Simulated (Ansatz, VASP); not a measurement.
This is a calculation of Au for Ansatz 0.2.0.

Contents of input.yaml:

```yaml
crystal:
  lattice:
    - [1.4298819627, -2.5895675798, 0.0]
    - [1.4298819627, 2.5895675798, 0.0]
    - [0.0, 0.0, 4.9575608049]
  atoms:
    - { symbol: Au, position: [0.33467203, 0.66532797, 0.25] }
    - { symbol: Au, position: [0.66532797, 0.33467203, 0.75] }
hamiltonian:
  xc: r2scan
  pseudopotentials: { kind: paw }
kpoints:
  mp_grid: { grid: [11, 11, 6] }
scf:
  occupations: { method: fermi_dirac, width: 0.05 }
output:
  forces: true
  stress: true
  eigenvalues: true
```

Potentials or basis: Ansatz PAW.

Command:

```console
$ ansatz run input.yaml --threads 2 --pin off --max-ram 5632MiB --backend cpu --events-out ev --progress --plain --runs-dir out
```

Task: Set up the same calculation for VASP 6.6.1. Potentials there: VASP PAW PBE potentials, release 64 (Au).

Result: As run (the cutoff follows the program's own potentials):

File POSCAR:

```
Au
1.0
    1.4298819627     -2.5895675798      0.0000000000
    1.4298819627      2.5895675798      0.0000000000
    0.0000000000      0.0000000000      4.9575608049
Au
2
Direct
    0.3346720300      0.6653279700      0.2500000000
    0.6653279700      0.3346720300      0.7500000000
```

The input INCAR.step1:

```
SYSTEM = Au
PREC = Accurate
ENCUT = 520
ISMEAR = -1
SIGMA = 0.05
LREAL = .FALSE.
LASPH = .TRUE.
NELM = 100
NBANDS = 18
GGA = PE
ALGO = Normal
EDIFF = 1E-4
LWAVE = .TRUE.
LCHARG = .FALSE.
```

The input INCAR.step2:

```
SYSTEM = Au
PREC = Accurate
ENCUT = 520
EDIFF = 1E-6
ISMEAR = -1
SIGMA = 0.05
LREAL = .FALSE.
LASPH = .TRUE.
NELM = 100
ALGO = Normal
ISIF = 2
LWAVE = .FALSE.
LCHARG = .TRUE.
METAGGA = R2SCAN
LMIXTAU = .TRUE.
LELF = .TRUE.
LVHAR = .TRUE.
NBANDS = 18
ISTART = 1
```

The input KPOINTS:

```
Automatic mesh
0
G
  11 11 6
  0 0 0
```

Potentials or basis: VASP PAW PBE potentials, release 64 (Au).

Command:

```bash
$ cat potpaw_PBE.64/Au/POTCAR > POTCAR
$ cp INCAR.step1 INCAR
$ mpirun -np 1 vasp_std > vasp.out
$ cp INCAR.step2 INCAR
$ mpirun -np 1 vasp_std > vasp.out
```

Both were run:

|  | VASP | Ansatz | Ansatz less VASP |
| --- | --- | --- | --- |
| gap on the k mesh at the Fermi level (eV) | none | none | - |
| pressure (GPa) | -5.4 | -5.6 | -0.18 |
| traceless stress, the component that is largest in VASP (GPa) | 1.95 | 1.90 | -0.052 |

VASP's potentials were made for PBE, not for r2SCAN. A gap of «none» marks a metal or a gap that the smearing closes. VASP's potentials hold 22 valence electrons a cell and Ansatz's 38, so a difference there can come from the potentials and not from the codes.

Neither program's run includes spin-orbit coupling.
